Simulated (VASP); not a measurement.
Set up this calculation in VASP 6.6.1, as the native input.

```yaml
Task: single point
Functional: LDA
Potentials_or_basis: VASP PAW LDA potentials, release 64 (Br)
Cutoff: 500 eV
k_mesh: 12 × 12 × 6
Occupations: gaussian, width 0.05 eV
Spin: no spin polarisation
Dipole_correction: no
Further_INCAR_settings: ALGO = Normal; EDIFF = 1e-06; NBANDS = 22
```

The structure of Br lies in POSCAR:

```
Br
1.0
    3.3237652839     -1.9629425365      0.0000000000
    3.3237652839      1.9629425365      0.0000000000
    0.0000000000      0.0000000000      8.4155026830
Br
4
Direct
    0.8379758837      0.1620241163      0.1208853112
    0.1620241163      0.8379758837      0.8791146888
    0.3379758837      0.6620241163      0.3791146888
    0.6620241163      0.3379758837      0.6208853112
```

These files were run (other wordings do the same):

INCAR

```
SYSTEM = Br
PREC = Accurate ; ENCUT = 500
EDIFF = 1E-6 ; ISMEAR = 0
SIGMA = 0.05 ; LREAL = .FALSE.
LASPH = .TRUE. ; NELM = 120
ALGO = Normal ; ISIF = 2
LWAVE = .FALSE. ; LCHARG = .FALSE.
NBANDS = 22 ; GGA_COMPAT = .FALSE.
```

KPOINTS

```
Automatic mesh
0
G
  12 12 6
  0 0 0
```

Potentials or basis: VASP PAW LDA potentials, release 64 (Br).

Launch:

```bash
$ cat potpaw_LDA.64/Br/POTCAR > POTCAR
$ mpirun -np 1 vasp_std > vasp.out
```

Results of the run:

```
Pressure               : 0.1 GPa
Largest force          : 0.016 eV/Å
Band gap on the k mesh : 1.08 eV (least direct gap 1.26 eV)
```

Wall time 5.1 min on 1 thread of Intel(R) Xeon(R) Platinum 8259CL CPU @ 2.50GHz (Skylake/Cascade Lake), on a shared host, peak memory 0.38 GiB.
